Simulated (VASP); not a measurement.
## Te: single point with PBEsol

The system is Te.

```
Te
1.0
    -3.15285    3.15285    1.54272
     3.15285   -3.15285    1.54272
     3.15285    3.15285   -1.54272
Te
2
Cartesian
  0.0000 0.0000 0.0000
  0.0000 3.1529 0.7714
```

| Item | Value |
| --- | --- |
| Program | VASP 6.6.1 |
| Task | single point |
| Functional | PBEsol |
| Potentials or basis | VASP PAW PBE potentials, release 64 (Te) |
| Cutoff | 520 eV |
| k mesh | 18 × 18 × 18 |
| Occupations | gaussian, width 0.1 eV |
| Spin | no spin polarisation |

```json
{
  "Pressure": "0.0 GPa",
  "Band gap on the k mesh": "zero (bands 6 and 7 overlap by 3.68 eV)"
}
```

Levels at points of the mesh, in eV from the Fermi level:
```
           k point  band 4  band 5  band 6  band 7  band 8  band 9
(0.00, 0.00, 0.00)   -4.64    0.89    0.89    1.79    3.01    3.08
(0.50, 0.00, 0.00)   -4.75   -3.31   -1.03   -0.07    0.26    4.55
(0.50, 0.50, 0.00)   -2.79   -2.69   -2.69    2.92    2.92    7.09
(0.50, 0.50, 0.50)   -6.29    2.28    2.28    2.57    2.57    8.37
```

Run time: 5.1 min on 1 thread of Intel(R) Xeon(R) Platinum 8488C (Sapphire Rapids) (shared host), peak memory 0.44 GiB.

Caveat: the PAW data sets were made with another functional, which shifts forces and pressure a little; spin-orbit coupling is left out, which moves the levels of the heavy elements.
